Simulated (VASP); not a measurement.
## AlNi3: single point with PBEsol

AlNi3:

```
Al Ni
1.0
     0.00000    3.02228    2.57454
     3.02228    0.00000    2.57454
     3.02228    3.02228    0.00000
Al Ni
1 3
Direct
  0.50000 0.50000 0.50000
  0.25000 0.25000 0.25000
  0.00000 0.00000 0.00000
  0.75000 0.75000 0.75000
```

This cell differs from its parent crystal: strain +0.080 along x and y, -0.080 along z.

```yaml
Program: VASP 6.6.1
Task: single point
Functional: PBEsol
Potentials_or_basis: VASP PAW PBE potentials, release 64 (Al, Ni)
Cutoff: 520 eV
k_mesh: 14 × 14 × 14
Occupations: gaussian, width 0.15 eV
Spin: no spin polarisation
```

- Pressure: -10.8 GPa
- Band gap on the k mesh: zero (an odd number of electrons rules out a gap without spin polarisation)

Stress tensor (GPa, compression positive):
```
-13.39   0.00   0.00
  0.00 -13.39   0.00
  0.00   0.00  -5.56
```

Levels at points of the mesh, in eV from the Fermi level:
```csv
k point,band 14,band 15,band 16,band 17,band 18,band 19
"(0.00, 0.00, 0.00)",-0.60,-0.29,-0.29,5.08,5.08,5.08
"(0.50, 0.00, 0.00)",-0.75,-0.47,-0.25,-0.08,3.62,3.69
"(0.50, 0.50, 0.00)",-1.04,-0.69,-0.45,-0.45,-0.40,0.87
"(0.50, 0.00, 0.50)",-0.45,-0.40,-0.38,-0.37,-0.16,-0.13
```

It took 2.3 min on 1 thread of Intel(R) Xeon(R) 6975P-C (Granite Rapids), on a shared host, peak memory 0.35 GiB.

Caveat: the cell differs from its parent crystal (strain +0.080 along x and y, -0.080 along z); the stress differs along the axes, from -13 to -6 GPa; the PAW data sets were made with another functional, which shifts forces and pressure a little. Spin polarisation is off, so any magnetic state and its effect on volume and gap are missing.
